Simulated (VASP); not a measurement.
The system is SiGe.

```
CELL_PARAMETERS angstrom
3.75605 0.00000 0.00000
-1.87802 3.25283 0.00000
0.00000 0.00000 6.13363
ATOMIC_POSITIONS crystal
Ge 0.33333 0.66667 0.00000
Ge 0.66667 0.33333 0.50000
Si 0.33333 0.66667 0.37500
Si 0.66667 0.33333 0.87500
```

* Program: VASP 6.6.1
* Task: relaxation of cell and atoms
* Functional: PBEsol
* Potentials or basis: VASP PAW PBE potentials, release 64 (Ge_d, Si)
* Cutoff: 600 eV
* k mesh: 6 × 6 × 4
* Occupations: fermi-dirac, width 0.03 eV
* Spin: no spin polarisation

At the start: pressure 13.4 GPa; volume 18.73 Å³/atom.

Task: Where does the relaxation end?

Result: Over 8 steps the energy falls by 94.0 meV/atom and the volume is 21.23 Å³/atom (+13.3 %); space group P6_3mc (No. 186, to 0.1 Å) before and after.

Step by step:
```
step  energy change (eV)  largest force (eV/Å)  pressure (GPa)  volume (Å³)
   1              0.0000                0.0483           13.40        74.94
   2             -0.1997                0.0832           -6.10        93.24
   3             -0.3757                0.0610           -0.07        84.96
   4             -0.3756                0.0594            0.18        84.76
   5             -0.3760                0.0030            0.16        84.77
   6             -0.3760                0.0035            0.13        84.77
   7             -0.3761                0.0083           -0.08        84.97
   8             -0.3761                0.0060            0.03        84.93
```

Final structure:
```
CELL_PARAMETERS angstrom
3.90414 0.00000 0.00000
-1.95207 3.38108 0.00000
0.00000 0.00000 6.43409
ATOMIC_POSITIONS crystal
Ge 0.33333 0.66667 0.00023
Ge 0.66667 0.33333 0.50023
Si 0.33333 0.66667 0.37477
Si 0.66667 0.33333 0.87477
```

Caveat: the PAW data sets were made with another functional, which shifts forces and pressure a little.
